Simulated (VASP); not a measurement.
Crystal: Sn.

```
Sn
1.0
     1.99787    3.46040    0.00000
    -1.99787    3.46040    0.00000
    -1.99787    1.15346    3.70480
Sn
2
Direct
  0.22754 0.54492 0.68262
  0.77246 0.45508 0.31738
```

```yaml
Program: VASP 6.6.1
Task: relaxation of cell and atoms
Functional: r2SCAN
Potentials_or_basis: VASP PAW PBE potentials, release 64 (Sn_d)
Cutoff: 600 eV
k_mesh: 9 × 9 × 9
Occupations: fermi-dirac, width 0.1 eV
Spin: no spin polarisation
```

At the start: pressure 14.2 GPa; volume 25.61 Å³/atom.

Problem. How do energy, volume and symmetry change on relaxing?

Solution. Over 16 steps the energy falls by 386.6 meV/atom and the volume is 28.53 Å³/atom (+11.4 %); space group R-3m (No. 166, to 0.1 Å) before, Pm-3m (No. 221, to 0.1 Å).

Step by step:
```csv
step,energy change (eV),largest force (eV/Å),pressure (GPa),volume (Å³)
1,0.0000,2.3834,14.25,51.23
2,-0.4048,0.2156,-5.91,69.96
3,-0.5615,0.6808,-1.72,61.88
4,-0.6412,0.6476,-1.22,60.12
5,-0.7492,0.2282,2.41,54.87
6,-0.7658,0.0958,-0.13,57.20
7,-0.7687,0.0168,0.52,56.49
8,-0.7713,0.0229,-0.04,57.10
9,-0.7714,0.0372,-0.25,57.31
10,-0.7724,0.0481,-0.07,57.14
11,-0.7725,0.0586,0.09,56.97
12,-0.7726,0.0552,0.05,57.01
13,-0.7729,0.0369,-0.05,57.09
14,-0.7731,0.0121,-0.15,57.19
15,-0.7731,0.0110,0.17,56.87
16,-0.7732,0.0029,0.01,57.05
```

Final structure:
```yaml
crystal:
  lattice:
    - [2.15775, 3.73733, 0.00000]
    - [-2.15775, 3.73733, 0.00000]
    - [-2.15775, 1.24577, 3.53725]
  atoms:
    - { symbol: Sn, position: [0.24996, 0.50008, 0.74989] }
    - { symbol: Sn, position: [0.75004, 0.49992, 0.25011] }
```

Caveat: the PAW data sets were made with another functional, which shifts forces and pressure a little.
